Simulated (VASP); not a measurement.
A run of VASP 6.6.1 is set up as follows.

Contents of INCAR:

```
SYSTEM = Cu
ALGO = Normal ; EDIFF = 1E-6
ENCUT = 520 ; GGA = PE
ISIF = 2 ; ISMEAR = -1
LASPH = .TRUE. ; LCHARG = .FALSE.
LREAL = .FALSE. ; LWAVE = .FALSE.
NBANDS = 12 ; NELM = 60
PREC = Accurate ; SIGMA = 0.06122561905347299
```

File KPOINTS:

```
k-points
0
G
  15 15 15
  0 0 0
```

Contents of POSCAR:

```
Cu
1.0
    2.4070165040      0.0000000000      0.0000000000
    0.0000000000      2.4070165040      0.0000000000
    0.0000000000      0.0000000000      2.4070165040
Cu
1
Direct
    0.0000000000      0.0000000000      0.0000000000
```

Potentials or basis: VASP PAW PBE potentials, release 64 (Cu).

Launch:

```sh
$ cat potpaw_PBE.64/Cu/POTCAR > POTCAR
$ mpirun -np 1 vasp_std > vasp.out
```

(1) Predict the pressure.

## Answers

(1) 0.5 GPa.
